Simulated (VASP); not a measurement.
Write the native input for VASP 6.6.1 that does the following.

| Item | Value |
| --- | --- |
| Task | single point |
| Functional | LDA |
| Potentials or basis | VASP PAW LDA potentials, release 64 (Zn, Ag) |
| Cutoff | 520 eV |
| k mesh | 12 × 12 × 7 |
| Occupations | fermi-dirac, width 0.15 eV |
| Spin | no spin polarisation |
| Dipole correction | no |
| Further INCAR settings | ALGO = Normal; EDIFF = 1e-07; NBANDS = 18 |

The structure of ZnAg lies in POSCAR:

```
ZnAg
1.0
    1.5508322200     -2.2996816600      0.0000000000
    1.5508322200      2.2996816600      0.0000000000
    0.0000000000      0.0000000000      4.4291616400
Zn Ag
1 1
Direct
    0.5000000000      0.5000000000      0.5000000000
    0.0000000000      0.0000000000      0.0000000000
```

One way to write it, as run:

INCAR

```
SYSTEM = ZnAg
ALGO     = Normal         ! electronic algorithm
EDIFF    = 1E-7           ! SCF threshold, eV
ENCUT    = 520            ! plane-wave cutoff, eV
GGA      = CA             ! functional
ISIF     = 2              ! what is computed and relaxed
ISMEAR   = -1             ! smearing method
LASPH    = .TRUE.         ! aspherical terms in the spheres
LCHARG   = .FALSE.        ! write CHGCAR
LREAL    = .FALSE.        ! projectors in reciprocal space
LWAVE    = .FALSE.        ! write WAVECAR
NBANDS   = 18             ! bands
NELM     = 100            ! most SCF steps
PREC     = Accurate       ! precision mode
SIGMA    = 0.15           ! smearing width, eV
```

KPOINTS

```
k-points
0
G
  12 12 7
  0 0 0
```

Potentials or basis: VASP PAW LDA potentials, release 64 (Zn, Ag).

Run with:

```sh
$ cat potpaw_LDA.64/Zn/POTCAR potpaw_LDA.64/Ag/POTCAR > POTCAR
$ mpirun -np 1 vasp_std > vasp.out
```

It gave:

```json
{
 "Pressure": "-6.4 GPa",
 "Band gap on the k mesh": "zero (an odd number of electrons rules out a gap without spin polarisation)"
}
```

Caveat: the cell stands under tension.

Run time: 94 s on 1 thread of Intel Xeon 8259CL (shared host), peak memory 0.22 GiB.
